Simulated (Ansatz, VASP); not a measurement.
ZrB2 in VASP and in Ansatz

INCAR

```
ALGO = Normal ; EDIFF = 1E-7
ENCUT = 520 ; GGA = CA
ISIF = 2 ; ISMEAR = 0
LASPH = True ; LCHARG = False
LREAL = False ; LWAVE = False
NBANDS = 16 ; NELM = 60
PREC = Accurate ; SIGMA = 0.15
```

KPOINTS

```
k-points
0
Gamma
  15 15 12
```

Contents of POSCAR:

```
ZrB2
1.0
    3.1325412665      0.0000000000      0.0000000000
   -1.5662706333      2.7128603152      0.0000000000
    0.0000000000      0.0000000000      3.4308000000
Zr B
1 2
Direct
    0.0000000000      0.0000000000      0.0000000000
    0.3333333333      0.6666666667      0.5000000000
    0.6666666667      0.3333333333      0.5000000000
```

Input for Ansatz:

```yaml
crystal:
  lattice:
    - [3.1325412665, 0.0, 0.0]
    - [-1.5662706333, 2.7128603152, 0.0]
    - [0.0, 0.0, 3.4308]
  atoms:
    - { symbol: Zr, position: [0.0, 0.0, 0.0] }
    - { symbol: B, position: [0.3333333333, 0.6666666667, 0.5] }
    - { symbol: B, position: [0.6666666667, 0.3333333333, 0.5] }
basis:
  ecutwfc: 520.0
kpoints:
  mp_grid: { grid: [15, 15, 12] }
hamiltonian:
  xc: lda
  pseudopotentials: { kind: paw }
scf:
  occupations: { method: gaussian, width: 0.15 }
output:
  forces: true
  stress: true
  eigenvalues: true
```

Alike in both runs: task single point; functional LDA; k mesh 15 × 15 × 12; occupations gaussian, width 0.15 eV; no spin polarisation.

|  | VASP | Ansatz |
| --- | --- | --- |
| version | VASP 6.6.1 | Ansatz 0.2.0 |
| potentials or method | VASP PAW LDA potentials, release 64 (Zr_sv, B), cutoff 520 eV | scalar-relativistic, plane waves, PAW |
| valence electrons in the cell | 18 | 18 |

VASP gave:

```
gap on the k mesh at the Fermi level (eV)                     : none
pressure (GPa)                                                : 4.9
traceless stress, the component that is largest in VASP (GPa) : 3.89
```

Q: What did Ansatz give for the same quantities?

A: gap on the k mesh at the Fermi level (eV): none; pressure (GPa): 4.4; traceless stress, the component that is largest in VASP (GPa): 3.84.

LDA's correlation is that of Perdew and Zunger in VASP and of Perdew and Wang (1992) in Ansatz. A gap of «none» marks a metal or a gap that the smearing closes.
